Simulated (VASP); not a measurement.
Set up this calculation in VASP 6.6.1, as the native input.

```yaml
Task: single point
Functional: r2SCAN
Potentials_or_basis: VASP PAW PBE potentials, release 64 (Cd)
Cutoff: 520 eV
k_mesh: 10 × 10 × 5
Occupations: fermi-dirac, width 0.05 eV
Spin: no spin polarisation
Dipole_correction: no
Further_INCAR_settings: ALGO = Normal; EDIFF = 1e-06; NBANDS = 19
```

Cd:

```
Cd
1.0
     3.03729    0.00000    0.00000
    -1.51865    2.63037    0.00000
     0.00000    0.00000    5.72783
Cd
2
Cartesian
  1.5186 0.8768 4.2959
  0.0000 1.7536 1.4320
```

The input as run:

POSCAR

```
Cd
1.0
    3.0372940483      0.0000000000      0.0000000000
   -1.5186470242      2.6303738046      0.0000000000
    0.0000000000      0.0000000000      5.7278279719
Cd
2
Direct
    0.6666666667      0.3333333333      0.7500000000
    0.3333333333      0.6666666667      0.2500000000
```

INCAR.step1

```
SYSTEM = Cd
PREC     = Accurate       ! precision mode
ENCUT    = 520            ! plane-wave cutoff, eV
ISMEAR   = -1             ! smearing method
SIGMA    = 0.05           ! smearing width, eV
LREAL    = .FALSE.        ! projectors in reciprocal space
LASPH    = .TRUE.         ! aspherical terms in the spheres
NELM     = 60             ! most SCF steps
NBANDS   = 19             ! bands
GGA      = PE             ! functional
ALGO     = Normal         ! electronic algorithm
EDIFF    = 1E-4           ! SCF threshold, eV
LWAVE    = .TRUE.         ! write WAVECAR
LCHARG   = .FALSE.        ! write CHGCAR
```

INCAR.step2

```
SYSTEM = Cd
PREC     = Accurate       ! precision mode
ENCUT    = 520            ! plane-wave cutoff, eV
EDIFF    = 1E-6           ! SCF threshold, eV
ISMEAR   = -1             ! smearing method
SIGMA    = 0.05           ! smearing width, eV
LREAL    = .FALSE.        ! projectors in reciprocal space
LASPH    = .TRUE.         ! aspherical terms in the spheres
NELM     = 60             ! most SCF steps
ALGO     = Normal         ! electronic algorithm
ISIF     = 2              ! what is computed and relaxed
LWAVE    = .FALSE.        ! write WAVECAR
LCHARG   = .FALSE.        ! write CHGCAR
METAGGA  = R2SCAN         ! meta-GGA
LMIXTAU  = .TRUE.       
NBANDS   = 19             ! bands
ISTART   = 1
```

KPOINTS

```
Automatic mesh
0
G
  10 10 5
  0 0 0
```

Potentials or basis: VASP PAW PBE potentials, release 64 (Cd).

Launch:

```sh
$ cat potpaw_PBE.64/Cd/POTCAR > POTCAR
$ cp INCAR.step1 INCAR
$ mpirun -np 1 vasp_std > vasp.out
$ cp INCAR.step2 INCAR
$ mpirun -np 1 vasp_std > vasp.out
```

Results of the run:

```
Pressure               : -2.2 GPa
Band gap on the k mesh : zero (bands 12 and 13 overlap by 3.86 eV)
```

Caveat: the PAW data sets were made with another functional, which shifts forces and pressure a little.

Run time: 73 s on 1 thread of Intel(R) Xeon(R) Platinum 8488C (Sapphire Rapids) (shared host), peak memory 0.18 GiB.
